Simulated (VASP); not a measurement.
# TaWC2 (R-3m) in VASP: further runs

Aim: see how the results for TaWC2 move with the level of theory and the settings. Levels: LDA, r2SCAN. Tasks: single point.

Everything below comes from runs of VASP 6.6.1. Logs are shortened: lines on timing, memory, paths and dates and some standing lists are left out, and cuts for length are marked.

### Step 1. The cell of the first run

It takes space group R-3m (No. 166, trigonal). The conventional cell has a = 3.144 Å, b = 3.144 Å, c = 15.305 Å, α = 90.00°, β = 90.00°, γ = 120.00°. W (site symmetry -3m) has 6 C at 2.21 Å within 2.9 Å. Ta (site symmetry -3m) has 6 C at 2.23 Å within 2.9 Å. C (site symmetry 3m) has 3 W at 2.21 Å and 3 Ta at 2.23 Å within 2.9 Å.

### Step 2. Single point, LDA

INCAR

```
PREC = Accurate ; ENCUT = 700
EDIFF = 1E-6 ; ISMEAR = -1
SIGMA = 0.05 ; LREAL = F
LASPH = T ; NELM = 120
ALGO = Normal ; ISIF = 2
LWAVE = F ; LCHARG = F
NBANDS = 26 ; GGA_COMPAT = F
```

KPOINTS

```
Automatic mesh
0
Gamma
  10 10 10
```

POSCAR

```
TaWC2
1.0
    1.5718551461      0.9075109917      5.1016196719
   -1.5718551461      0.9075109917      5.1016196719
    0.0000000000     -1.8150219835      5.1016196719
W Ta C
1 1 2
Direct
    0.0000000000      0.0000000000      0.0000000000
    0.5000000000      0.5000000000      0.5000000000
    0.2509330000      0.2509330000      0.2509330000
    0.7490670000      0.7490670000      0.7490670000
```

Potentials or basis: VASP PAW LDA potentials, release 64 (W_sv, Ta_sv_GW, C).

Started as:

```bash
cat potpaw_LDA.64/W_sv/POTCAR potpaw_LDA.64/Ta_sv_GW/POTCAR potpaw_LDA.64/C/POTCAR > POTCAR
mpirun -np 1 vasp_std > vasp.out
```

OUTCAR:

```text
PREC = Accurate
   ENCUT = 700
   EDIFF = 1E-6
   ISMEAR = -1
   LREAL = F
   LASPH = T
   NELM = 120
   ISIF = 2

 ion  position               nearest neighbor table
   1  0.000  0.000  0.000-   4 2.21   4 2.21   3 2.21   3 2.21   4 2.21   3 2.21   2 3.13   2 3.13
                             2 3.13   2 3.13   2 3.13   2 3.13
   2  0.500  0.500  0.500-   3 2.23   3 2.23   4 2.23   4 2.23   3 2.23   4 2.23   1 3.13   1 3.13
                             1 3.13   1 3.13   1 3.13   1 3.13
   3  0.251  0.251  0.251-   1 2.21   1 2.21   1 2.21   2 2.23   2 2.23   2 2.23
   4  0.749  0.749  0.749-   1 2.21   1 2.21   1 2.21   2 2.23   2 2.23   2 2.23

  LATTYP: Found a trigonal (rhomboedric) cell.
 ALAT       =     5.4148710120
 COS(alpha) =     0.8314693846

  Lattice vectors:

 A1 = (   1.5718551461,   0.9075109917,   5.1016196719)
 A2 = (  -1.5718551461,   0.9075109917,   5.1016196719)
 A3 = (   0.0000000000,  -1.8150219835,   5.1016196719)

Analysis of symmetry for initial positions (statically):
=====================================================================
 Subroutine PRICEL returns:
 Original cell was already a primitive cell.

 Routine SETGRP: Setting up the symmetry group for a
 trigonal (rhombohedral) supercell.

 Subroutine GETGRP returns: Found 12 space group operations
 (whereof 12 operations were pure point group operations)
 out of a pool of 12 trial point group operations.

The static configuration has the point symmetry D_3d.

Analysis of symmetry for dynamics (positions and initial velocities):
=====================================================================
 Subroutine PRICEL returns:
 Original cell was already a primitive cell.

 Routine SETGRP: Setting up the symmetry group for a
 trigonal (rhombohedral) supercell.

 Subroutine GETGRP returns: Found 12 space group operations
 (whereof 12 operations were pure point group operations)
 out of a pool of 12 trial point group operations.

The dynamic configuration has the point symmetry D_3d.

 Subroutine INISYM returns: Found 12 space group operations
 (whereof 12 operations are pure point group operations),
 and found     1 'primitive' translations

----------------------------------------------------------------------------------------

                                     Primitive cell

  volume of cell :      43.6640

  direct lattice vectors                    reciprocal lattice vectors
     1.571855146  0.907510992  5.101619672     0.318095469  0.183652505  0.065338727
    -1.571855146  0.907510992  5.101619672    -0.318095469  0.183652505  0.065338727
     0.000000000 -1.815021984  5.101619672     0.000000000 -0.367305009  0.065338727

  length of vectors
     5.414871012  5.414871012  5.414871012     0.373071198  0.373071198  0.373071198

  position of ions in fractional coordinates (direct lattice)
     0.000000000  0.000000000  0.000000000
     0.500000000  0.500000000  0.500000000
     0.250933000  0.250933000  0.250933000
     0.749067000  0.749067000  0.749067000

  ion indices of the primitive-cell ions
   primitive index   ion index
                 1           1
                 2           2
                 3           3
                 4           4

----------------------------------------------------------------------------------------

 KPOINTS: Automatic mesh

Automatic generation of k-mesh.
 Grid dimensions read from file:
 generate k-points for:   10   10   10

 Generating k-lattice:

  Cartesian coordinates                     Fractional coordinates (reciprocal lattice)
     0.031809547  0.018365250  0.006533873     0.100000000  0.000000000  0.000000000
    -0.031809547  0.018365250  0.006533873     0.000000000  0.100000000  0.000000000
     0.000000000 -0.036730501  0.006533873    -0.000000000 -0.000000000  0.100000000

  Length of vectors
     0.037307120  0.037307120  0.037307120

  Shift w.r.t. Gamma in fractional coordinates (k-lattice)
     0.000000000  0.000000000  0.000000000

 Subroutine IBZKPT returns following result:
 ===========================================

 Found    116 irreducible k-points:

 Following reciprocal coordinates:
            Coordinates               Weight
  0.000000  0.000000  0.000000      1.000000
  0.100000 -0.000000  0.000000      6.000000
  0.200000 -0.000000  0.000000      6.000000
  0.300000 -0.000000  0.000000      6.000000
  0.400000  0.000000  0.000000      6.000000
  0.500000 -0.000000  0.000000      3.000000
[... 16 lines left out ...]
  0.300000  0.300000  0.000000      6.000000
  0.400000  0.300000  0.000000     12.000000
 [... further k-points ...]
   k-points           NKPTS =    116   k-points in BZ     NKDIM =    116   number of bands    NBANDS=     26
   number of dos      NEDOS =    301   number of ions     NIONS =      4
   total plane-waves  NPLWV = 110592
   dimension x,y,z NGX =    48 NGY =   48 NGZ =   48
   dimension x,y,z NGXF=    96 NGYF=   96 NGZF=   96
   ions per type =               1   1   2
   NGX,Y,Z   is equivalent  to a cutoff of  14.74, 14.74, 14.74 a.u.
   NGXF,Y,Z  is equivalent  to a cutoff of  29.47, 29.47, 29.47 a.u.
 SYSTEM =  unknown system
   PREC   = accura    normal or accurate (medium, high low for compatibility)
   ISTART =      0    job   : 0-new  1-cont  2-samecut
   ICHARG =      2    charge: 1-file 2-atom 10-const
   ISPIN  =      1    spin polarized calculation?
   LNONCOLLINEAR =      F non collinear calculations
   LSORBIT =      F    spin-orbit coupling
   LASPH  =      T    aspherical Exc in radial PAW
   ENCUT  =  700.0 eV  51.45 Ry    7.17 a.u.  11.68 11.68 11.68*2*pi/ulx,y,z
   NELM   =    120;   NELMIN=  2; NELMDL= -5     # of ELM steps
   EDIFF  = 0.1E-05   stopping-criterion for ELM
   LREAL  =      F    real-space projection
   EDIFFG = 0.1E-04   stopping-criterion for IOM
   NSW    =      0    number of steps for IOM
   IBRION =     -1    ionic relax: 0-MD 1-quasi-New 2-CG
   NFREE  =      0    steps in history (QN), initial steepest desc. (CG)
   ISIF   =      2    stress and relaxation
   ISYM   =      2    0-nonsym 1-usesym 2-fastsym
   POTIM  = 0.5000    time-step for ionic-motion
   TEBEG  =    0.0;   TEEND  =   0.0 temperature during run
   PSTRESS=    0.0 pullay stress
   NELECT =      35.0000    total number of electrons
   NUPDOWN=      -1.0000    fix difference up-down
   EMIN   =  10.00;   EMAX   =-10.00  energy-range for DOS
   EFERMI =   0.00;   METHOD = LEGACY
   ISMEAR =    -1;   SIGMA  =   0.05  broadening in eV -4-tet -1-fermi 0-gaus
   EFERMI_NEDOS =   21; number of points for ismear=-14 and -15
   IALGO  =     38    algorithm
   IMIX   =      4    mixing-type and parameters
     AMIX     =   0.40;   BMIX     =  1.00
     AMIX_MAG =   1.60;   BMIX_MAG =  1.00
  volume/ion in A,a.u.               =      10.92        73.66
  Fermi-wavevector in a.u.,A,eV,Ry     =   1.520745  2.873790 31.465703  2.312664
  Thomas-Fermi vector in A             =   2.629554
   LORBIT       =      0    0 simple, 1 ext, 2 COOP (PROOUT), +10 PAW based schemes
   GGA     = CA    functional components
   LHFCALC =     F    Hartree Fock is set to
   AEXX    =    0.0000 exact exchange contribution
   IVDW    =     0    specifies the selected vdW correction
   LEPSILON=     F    determine dielectric tensor
   LRPA    =     F    only Hartree local field effects (RPA)
 non-spin polarized calculation
  energy-cutoff  :      700.00
  volume of cell :       43.66
 maximum number of plane-waves:      1853
   NGX = 23   NGY = 23   NGZ = 23

 number of electron      35.0000001 magnetization

 Free energy of the ion-electron system (eV)
  ---------------------------------------------------
  ext. energy  EPLUGINS =         0.00000000
  ---------------------------------------------------
  free energy    TOTEN  =       -50.58967363 eV

  energy without entropy =      -50.57452862  energy(sigma->0) =      -50.58210113

 E-fermi :  12.1282     XC(G=0): -13.7690

 val. band max:       12.1270157282   @ k =  -0.1000   0.2000   0.1000
 cond. band min:      12.1398323290   @ k =  -0.3000   0.1000  -0.0000
 fundamental gap:      0.0128166008
 Fermi energy:        12.1281556954

 k-point     1 :       0.0000    0.0000    0.0000
  band No.  band energies     occupation
      1     -62.7305      2.00000
      2     -56.4916      2.00000
      3     -27.2523      2.00000
      4     -27.0613      2.00000
      5     -27.0613      2.00000
      6     -23.3347      2.00000
[... 18 lines left out ...]
     25      17.2827      0.00000
     26      18.6673      0.00000

 k-point     2 :       0.1000   -0.0000    0.0000
  band No.  band energies     occupation
      1     -62.7285      2.00000
      2     -56.4885      2.00000
      3     -27.2441      2.00000
      4     -27.0997      2.00000
      5     -27.0702      2.00000
      6     -23.3283      2.00000
[... 18 lines left out ...]
     25      18.1417      0.00000
     26      19.1571      0.00000

 k-point     3 :       0.2000   -0.0000    0.0000
  band No.  band energies     occupation
      1     -62.7233      2.00000
      2     -56.4804      2.00000
      3     -27.2228      2.00000
      4     -27.1990      2.00000
      5     -27.0935      2.00000
      6     -23.3115      2.00000
[... 18 lines left out ...]
     25      18.4591      0.00000
     26      20.4542      0.00000

 k-point     4 :       0.3000   -0.0000    0.0000
  band No.  band energies     occupation
      1     -62.7168      2.00000
      2     -56.4703      2.00000
      3     -27.3199      2.00000
      4     -27.1958      2.00000
      5     -27.1221      2.00000
      6     -23.3411      2.00000
[... 18 lines left out ...]
     25      18.1505      0.00000
     26      19.6502      0.00000

 k-point     5 :       0.4000    0.0000    0.0000
  band No.  band energies     occupation
      1     -62.7116      2.00000
      2     -56.4621      2.00000
      3     -27.4157      2.00000
      4     -27.1741      2.00000
      5     -27.1451      2.00000
      6     -23.4771      2.00000
[... 18 lines left out ...]
     25      18.6681      0.00000
     26      19.1420      0.00000

 k-point     6 :       0.5000   -0.0000    0.0000
  band No.  band energies     occupation
      1     -62.7096      2.00000
      2     -56.4590      2.00000
      3     -27.4520      2.00000
      4     -27.1658      2.00000
      5     -27.1538      2.00000
      6     -23.5283      2.00000
[... 427 lines left out ...]
 k-point    21 :      -0.3000    0.2000   -0.0000
  band No.  band energies     occupation
      1     -62.7096      2.00000
      2     -56.4590      2.00000
      3     -27.3888      2.00000
      4     -27.2212      2.00000
      5     -27.1690      2.00000
      6     -23.4373      2.00000
[... 18 lines left out ...]
     25      17.6433      0.00000
     26      20.4853      0.00000

 k-point    22 :      -0.2000    0.2000    0.0000
  band No.  band energies     occupation
      1     -62.7138      2.00000
      2     -56.4656      2.00000
      3     -27.3396      2.00000
      4     -27.1858      2.00000
      5     -27.1727      2.00000
      6     -23.3682      2.00000
[... 18 lines left out ...]
     25      17.7899      0.00000
     26      20.2709      0.00000

 k-point    23 :       0.3000    0.3000    0.0000
  band No.  band energies     occupation
      1     -62.7168      2.00000
      2     -56.4703      2.00000
      3     -27.3222      2.00000
      4     -27.1976      2.00000
      5     -27.1226      2.00000
      6     -23.3384      2.00000
[... 18 lines left out ...]
     25      18.4461      0.00000
     26      19.2496      0.00000

 k-point    24 :       0.4000    0.3000    0.0000
  band No.  band energies     occupation
      1     -62.7132      2.00000
      2     -56.4647      2.00000
      3     -27.3734      2.00000
      4     -27.1846      2.00000
      5     -27.1555      2.00000
      6     -23.4056      2.00000
[... 18 lines left out ...]
     25      18.8023      0.00000
     26      19.6258      0.00000

 [... further k-points ...]

------------------------ aborting loop because EDIFF is reached ----------------------------------------

  FORCE on cell =-STRESS in cart. coord.  units (eV):
  Direction    XX          YY          ZZ          XY          YZ          ZX
  --------------------------------------------------------------------------------------
  -------------------------------------------------------------------------------------
  Total       -4.1775637     -4.1775637     -4.1673473      0.0000000      0.0000000      0.0000000
  in kB     -153.2886208   -153.2886208   -152.9137466      0.0000000      0.0000000      0.0000000
  external PRESSURE =    -153.1636628 kB  Pullay stress =       0.0000000 kB

 VOLUME and BASIS-vectors are now :
 -----------------------------------------------------------------------------
  energy-cutoff  :      700.00
  volume of cell :       43.66
      direct lattice vectors                 reciprocal lattice vectors
     1.571855146  0.907510992  5.101619672     0.318095469  0.183652505  0.065338727
    -1.571855146  0.907510992  5.101619672    -0.318095469  0.183652505  0.065338727
     0.000000000 -1.815021984  5.101619672     0.000000000 -0.367305009  0.065338727

 POSITION                                       TOTAL-FORCE (eV/Angst)
 -----------------------------------------------------------------------------------
      0.00000      0.00000      0.00000        -0.000000     -0.000000     -0.000000
      0.00000     -0.00000      7.65243         0.000000      0.000000     -0.000000
      0.00000     -0.00000      3.84049        -0.000000     -0.000000      0.059956
      0.00000     -0.00000     11.46436        -0.000000      0.000000     -0.059956
 -----------------------------------------------------------------------------------
    total drift:                                0.000000      0.000000     -0.000000

  FREE ENERGIE OF THE ION-ELECTRON SYSTEM (eV)
  ---------------------------------------------------
  free  energy   TOTEN  =       -50.5896736341 eV

  energy  without entropy=      -50.5745286219  energy(sigma->0) =      -50.58210113
```

Run time: 5.1 min. Hardware: 1 thread of AMD EPYC 9R45 (Zen 5), shared host; peak memory 0.41 GiB.

What came out:

```yaml
Free_energy: -50.5897 eV
Pressure: -15.3 GPa
Largest_force: 0.060 eV/Å
Band_gap_on_the_k_mesh: zero (an odd number of electrons rules out a gap without spin polarisation)
```

Forces on the atoms (eV/Å):
```
W    0.000  0.000  0.000
Ta   0.000  0.000  0.000
C    0.000  0.000  0.060
C    0.000  0.000 -0.060
```

Caveat: the cell stands under tension; spin-orbit coupling is left out, which moves the levels of the heavy elements; an odd number of electrons without spin polarisation forces a metal; a magnetic or distorted state may lie lower.

### Step 3. Single point, r2SCAN

This run uses another cell than the first one, of 10.70 Å³/atom.

POSCAR

```
TaWC2
1.0
    1.5613054648      0.9014201304      5.0673795820
   -1.5613054648      0.9014201304      5.0673795820
    0.0000000000     -1.8028402609      5.0673795820
W Ta C
1 1 2
Direct
    0.0000000000      0.0000000000      0.0000000000
    0.5000000000      0.5000000000      0.5000000000
    0.2509330000      0.2509330000      0.2509330000
    0.7490670000      0.7490670000      0.7490670000
```

INCAR.step1

```
PREC = Accurate
ENCUT = 520
ISMEAR = -1
SIGMA = 0.05
LREAL = F
LASPH = T
NELM = 80
NBANDS = 24
GGA = PE
ALGO = Normal
EDIFF = 1E-4
LWAVE = T
LCHARG = F
```

INCAR.step2

```
PREC = Accurate
ENCUT = 520
EDIFF = 1E-6
ISMEAR = -1
SIGMA = 0.05
LREAL = F
LASPH = T
NELM = 80
ALGO = Normal
ISIF = 2
LWAVE = F
LCHARG = F
METAGGA = R2SCAN
LMIXTAU = T
NBANDS = 24
ISTART = 1
```

KPOINTS

```
regular mesh
0
Gamma
  10 10 10
```

Potentials or basis: VASP PAW PBE potentials, release 64 (W_sv, Ta_pv, C).

Started as:

```bash
cat potpaw_PBE.64/W_sv/POTCAR potpaw_PBE.64/Ta_pv/POTCAR potpaw_PBE.64/C/POTCAR > POTCAR
cp INCAR.step1 INCAR
mpirun -np 1 vasp_std > vasp.out
cp INCAR.step2 INCAR
mpirun -np 1 vasp_std > vasp.out
```

Wall time 10 min (1 thread of AMD EPYC 9R45 (Zen 5), shared host); peak memory 0.32 GiB.

Results (log left out):

- Free energy: -120.5426 eV
- Pressure: 2.6 GPa
- Largest force: 0.009 eV/Å
- Band gap on the k mesh: zero (an odd number of electrons rules out a gap without spin polarisation)

Forces in eV/Å, atoms in the order of the input:
```
W    0.000  0.000  0.000
Ta   0.000  0.000  0.000
C    0.000  0.000  0.009
C    0.000  0.000 -0.009
```

Levels at points of the mesh, in eV from the Fermi level:
| k point | band 15 | band 16 | band 17 | band 18 | band 19 | band 20 |
| --- | --- | --- | --- | --- | --- | --- |
| (0.00, 0.00, 0.00) | -2.17 | -0.97 | -0.97 | -0.90 | -0.29 | -0.29 |
| (0.50, 0.00, 0.00) | -4.85 | -1.39 | -0.74 | 1.56 | 2.33 | 3.29 |
| (0.50, 0.50, 0.00) | -2.44 | -2.38 | 1.31 | 1.77 | 1.85 | 2.75 |
| (0.50, 0.50, 0.50) | -4.75 | -1.04 | -1.04 | 0.23 | 0.23 | 0.25 |

Caveat: the PAW data sets were made with another functional, which shifts forces and pressure a little; spin-orbit coupling is left out, which moves the levels of the heavy elements; an odd number of electrons without spin polarisation forces a metal; a magnetic or distorted state may lie lower.

(Part 1 of 2 ends here.)

The gap in the log of VASP goes by the Fermi energy; the results here count the filled bands.